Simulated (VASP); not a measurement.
# Rb4Br (P4/mmm) in VASP: relaxation of cell and atoms with PBE

Aim: the relaxation of cell and atoms of Rb4Br with PBE.

Program: VASP 6.6.1. These are calculated values, not measurements. Logs are shortened: lines on timing, memory, paths and dates and some standing lists are left out, and cuts for length are marked.

### Step 1. The cell of the first run

It takes space group P4/mmm (No. 123, tetragonal). Conventional cell: a = 5.913 Å, b = 5.913 Å, c = 8.362 Å, α = 90.00°, β = 90.00°, γ = 90.00°. Within 4.8 Å of Rb (site symmetry 2mm) lie 2 Br at 3.62 Å and 6 Rb at 4.18 Å. Br (site symmetry 4/mmm) has 8 Rb at 3.62 Å within 4.8 Å.

### Step 2. Relaxation of cell and atoms, PBE (atoms taken out)

The input, INCAR:

```
SYSTEM = Rb4Br
  PREC = Accurate
  ENCUT = 600
  EDIFF = 1E-6
  ISMEAR = 0
  SIGMA = 0.1
  LREAL = .FALSE.
  LASPH = .TRUE.
  NELM = 60
  ALGO = Normal
  ISIF = 3
  LWAVE = .FALSE.
  LCHARG = .FALSE.
  GGA = PE
  IBRION = 2
  NSW = 100
  EDIFFG = -0.01
```

The input, KPOINTS:

```
regular mesh
0
G
  6 6 6
  0 0 0
```

The input, POSCAR:

```
Rb4Br
1.0
    5.9130682400      0.0000000000      0.0000000000
    0.0000000000      5.9130682400      0.0000000000
    0.0000000000      0.0000000000      8.3623413000
Rb Br
4 1
Direct
    0.5000000000      0.0000000000      0.2500000000
    0.0000000000      0.5000000000      0.7500000000
    0.5000000000      0.0000000000      0.7500000000
    0.0000000000      0.5000000000      0.2500000000
    0.0000000000      0.0000000000      0.0000000000
```

Potentials or basis: VASP PAW PBE potentials, release 64 (Rb_sv, Br).

Launch:

```
$ cat potpaw_PBE.64/Rb_sv/POTCAR potpaw_PBE.64/Br/POTCAR > POTCAR
$ mpirun -np 1 vasp_std > vasp.out
```

OUTCAR:

```text
SYSTEM = Rb4Br
   PREC = Accurate
   ENCUT = 600
   EDIFF = 1E-6
   ISMEAR = 0
   LREAL = .FALSE.
   LASPH = .TRUE.
   NELM = 60
   ISIF = 3
   GGA = PE
   IBRION = 2
   NSW = 100
   EDIFFG = -0.01

 ion  position               nearest neighbor table
   1  0.500  0.000  0.250-   5 3.62   5 3.62   3 4.18   3 4.18   4 4.18   4 4.18   4 4.18   4 4.18

   2  0.000  0.500  0.750-   5 3.62   5 3.62   4 4.18   4 4.18   3 4.18   3 4.18   3 4.18   3 4.18

   3  0.500  0.000  0.750-   5 3.62   5 3.62   1 4.18   1 4.18   2 4.18   2 4.18   2 4.18   2 4.18

   4  0.000  0.500  0.250-   5 3.62   5 3.62   2 4.18   2 4.18   1 4.18   1 4.18   1 4.18   1 4.18

   5  0.000  0.000  0.000-   1 3.62   2 3.62   3 3.62   4 3.62   2 3.62   4 3.62   1 3.62   3 3.62

  LATTYP: Found a simple tetragonal cell.
 ALAT       =     5.9130682400
 C/A-ratio  =     1.4142135623

  Lattice vectors:

 A1 = (   5.9130682400,   0.0000000000,   0.0000000000)
 A2 = (   0.0000000000,   5.9130682400,   0.0000000000)
 A3 = (   0.0000000000,   0.0000000000,   8.3623413000)

Analysis of symmetry for initial positions (statically):
=====================================================================
 Subroutine PRICEL returns:
 Original cell was already a primitive cell.

 Routine SETGRP: Setting up the symmetry group for a
 simple tetragonal supercell.

 Subroutine GETGRP returns: Found 16 space group operations
 (whereof 16 operations were pure point group operations)
 out of a pool of 16 trial point group operations.

The static configuration has the point symmetry D_4h.

Analysis of symmetry for dynamics (positions and initial velocities):
=====================================================================
 Subroutine PRICEL returns:
 Original cell was already a primitive cell.

 Routine SETGRP: Setting up the symmetry group for a
 simple tetragonal supercell.

 Subroutine GETGRP returns: Found 16 space group operations
 (whereof 16 operations were pure point group operations)
 out of a pool of 16 trial point group operations.

The dynamic configuration has the point symmetry D_4h.

 Subroutine INISYM returns: Found 16 space group operations
 (whereof 16 operations are pure point group operations),
 and found     1 'primitive' translations

----------------------------------------------------------------------------------------

                                     Primitive cell

  volume of cell :     292.3840
[... 118 lines left out ...]
  Thomas-Fermi vector in A             =   1.982183
   LORBIT       =      0    0 simple, 1 ext, 2 COOP (PROOUT), +10 PAW based schemes
   GGA     = PE    functional components
   LHFCALC =     F    Hartree Fock is set to
   AEXX    =    0.0000 exact exchange contribution
   IVDW    =     0    specifies the selected vdW correction
   LEPSILON=     F    determine dielectric tensor
   LRPA    =     F    only Hartree local field effects (RPA)
 conjugate gradient relaxation of ions
 non-spin polarized calculation
 Gauss-broadening in eV      SIGMA  =   0.10
  energy-cutoff  :      600.00
  volume of cell :      292.38
 maximum number of plane-waves:      9820
 NGX is ok and might be reduce to    48
   NGX = 23   NGY = 23   NGZ = 33

--------------------------------------- Ionic step        1  -------------------------------------------

 number of electron      43.0000001 magnetization

 Free energy of the ion-electron system (eV)
  ---------------------------------------------------
  ext. energy  EPLUGINS =         0.00000000
  ---------------------------------------------------
  free energy    TOTEN  =        -8.03822073 eV

  energy without entropy =       -8.01824755  energy(sigma->0) =       -8.02823414

------------------------ aborting loop because EDIFF is reached ----------------------------------------

  FORCE on cell =-STRESS in cart. coord.  units (eV):
  Direction    XX          YY          ZZ          XY          YZ          ZX
  --------------------------------------------------------------------------------------
  -------------------------------------------------------------------------------------
  Total        1.7852184      1.7852184      1.9470855      0.0000000      0.0000000      0.0000000
  in kB        9.7824642      9.7824642     10.6694474      0.0000000      0.0000000      0.0000000
  external PRESSURE =      10.0781252 kB  Pullay stress =       0.0000000 kB
[... 98 lines left out ...]
  FREE ENERGIE OF THE ION-ELECTRON SYSTEM (eV)
  ---------------------------------------------------
  free  energy   TOTEN  =        -8.1878042257 eV

  energy  without entropy=       -8.1710300283  energy(sigma->0) =       -8.17941713

[... ionic steps 4 to 7 ...]

--------------------------------------- Ionic step        8  -------------------------------------------

 number of electron      43.0000000 magnetization

------------------------ aborting loop because EDIFF is reached ----------------------------------------
[... 73 lines left out ...]
--------------------------------------- Ionic step       10  -------------------------------------------

 number of electron      43.0000000 magnetization

 Free energy of the ion-electron system (eV)
  ---------------------------------------------------
  ext. energy  EPLUGINS =         0.00000000
  ---------------------------------------------------
  free energy    TOTEN  =        -8.19895057 eV

  energy without entropy =       -8.18264423  energy(sigma->0) =       -8.19079740

 E-fermi :   0.7068     XC(G=0):  -5.9190

 val. band max:        0.6780058073   @ k =   0.5000   0.3333   0.0000
 cond. band min:       0.7140173320   @ k =   0.5000   0.3333   0.1667
 fundamental gap:      0.0360115247
 Fermi energy:         0.7067716855

 k-point     1 :       0.0000    0.0000    0.0000
  band No.  band energies     occupation
      1     -28.4642      2.00000
      2     -28.4568      2.00000
      3     -28.4488      2.00000
      4     -28.4418      2.00000
      5     -15.4096      2.00000
      6     -12.6302      2.00000
[... 661 lines left out ...]
     24       1.5213      0.00000
     25       2.6591      0.00000

 [... further k-points ...]

------------------------ aborting loop because EDIFF is reached ----------------------------------------

  FORCE on cell =-STRESS in cart. coord.  units (eV):
  Direction    XX          YY          ZZ          XY          YZ          ZX
  --------------------------------------------------------------------------------------
  -------------------------------------------------------------------------------------
  Total        0.0122851      0.0122851     -0.0142634      0.0000000     -0.0000000      0.0000000
  in kB        0.0562153      0.0562153     -0.0652676      0.0000000     -0.0000000      0.0000000
  external PRESSURE =       0.0157210 kB  Pullay stress =       0.0000000 kB
[... 20 lines left out ...]
  FREE ENERGIE OF THE ION-ELECTRON SYSTEM (eV)
  ---------------------------------------------------
  free  energy   TOTEN  =        -8.1989505714 eV

  energy  without entropy=       -8.1826442328  energy(sigma->0) =       -8.19079740

 reached required accuracy - stopping structural energy minimisation
```

OSZICAR:

```text
N       E                     dE             d eps       ncg     rms          rms(c)
DAV:   1     0.335071703412E+03    0.33507E+03   -0.18614E+04  2000   0.153E+03
DAV:   2     0.216431037752E+02   -0.31343E+03   -0.31124E+03  2968   0.288E+02
DAV:   3    -0.720304753488E+01   -0.28846E+02   -0.28653E+02  2385   0.885E+01
DAV:   4    -0.836471316221E+01   -0.11617E+01   -0.11587E+01  3150   0.147E+01
[... 91 lines left out ...]
DAV:   2    -0.820219213948E+01    0.44753E-02   -0.33343E-02  2302   0.112E+00    0.270E-01
DAV:   3    -0.819921602135E+01    0.29761E-02   -0.43992E-03  2538   0.359E-01    0.885E-02
DAV:   4    -0.819895349902E+01    0.26252E-03   -0.70633E-04  2519   0.148E-01    0.365E-02
DAV:   5    -0.819895087719E+01    0.26218E-05   -0.38652E-05  2564   0.336E-02    0.891E-03
DAV:   6    -0.819895057141E+01    0.30578E-06   -0.54895E-06  2369   0.125E-02
  10 F= -.81989506E+01 E0= -.81907974E+01  d E =-.101533E-02
```

Run time: 33 min. Hardware: 1 thread of Intel Xeon 8259CL, shared host; peak memory 0.65 GiB.

What came out:

```
Free energy                           : -8.1990 eV
Relaxed volume                        : 70.03 Å³/atom
Relaxed cell                          : a = 6.257 Å, b = 6.257 Å, c = 8.942 Å, α = 90.00°, β = 90.00°, γ = 90.00°
Space group after relaxing (to 0.1 Å) : P4/mmm (No. 123)
Energy gained by relaxing             : 32.1 meV/atom
Ionic steps                           : 10
Pressure after relaxing               : 0.0 GPa
Band gap on the k mesh                : zero (an odd number of electrons rules out a gap without spin polarisation)
```

Step by step:
```tsv
step	energy change (eV)	largest force (eV/Å)	pressure (GPa)	volume (Å³)
1	0.0000	0.0274	1.01	292.38
2	-0.0809	0.0427	0.63	308.23
3	-0.1496	0.0640	0.09	340.52
4	-0.1515	0.0672	0.01	346.75
5	-0.1515	0.0676	-0.01	347.90
6	-0.1528	0.0621	-0.01	348.04
7	-0.1561	0.0480	-0.01	348.44
8	-0.1595	0.0199	0.00	349.24
9	-0.1597	0.0104	0.00	349.52
10	-0.1607	0.0020	0.00	350.13
```

Final structure:
```yaml
crystal:
  lattice:
    - [6.25749, 0.00000, 0.00000]
    - [0.00000, 6.25749, 0.00000]
    - [0.00000, 0.00000, 8.94200]
  atoms:
    - { symbol: Rb, position: [0.50000, 0.00000, 0.24194] }
    - { symbol: Rb, position: [0.00000, 0.50000, 0.75806] }
    - { symbol: Rb, position: [0.50000, 0.00000, 0.75806] }
    - { symbol: Rb, position: [0.00000, 0.50000, 0.24194] }
    - { symbol: Br, position: [0.00000, 0.00000, 0.00000] }
```

Levels at points of the mesh, in eV from the Fermi level:
```
           k point  band 19  band 20  band 21  band 22  band 23  band 24  band 25
(0.00, 0.00, 0.00)    -4.40    -4.40    -1.78     0.25     0.36     1.42     1.64
(0.50, 0.00, 0.00)    -4.42    -4.40    -0.60    -0.53     0.91     0.97     1.35
(0.50, 0.50, 0.00)    -4.50    -4.35     0.22     0.38     0.38     0.49     0.64
(0.00, 0.00, 0.50)    -4.40    -4.40    -1.18    -1.05     1.29     1.38     2.07
(0.50, 0.00, 0.50)    -4.43    -4.40    -0.38    -0.13     0.04     0.59     2.14
(0.50, 0.50, 0.50)    -4.49    -4.35     0.29     0.47     0.47     0.51     0.60
```

Caveat: the cell differs from its parent crystal (atoms taken out); the volume moved by over 15 % at a fixed basis, so the end points are rough.

The gap in the log of VASP goes by the Fermi energy; the results here count the filled bands.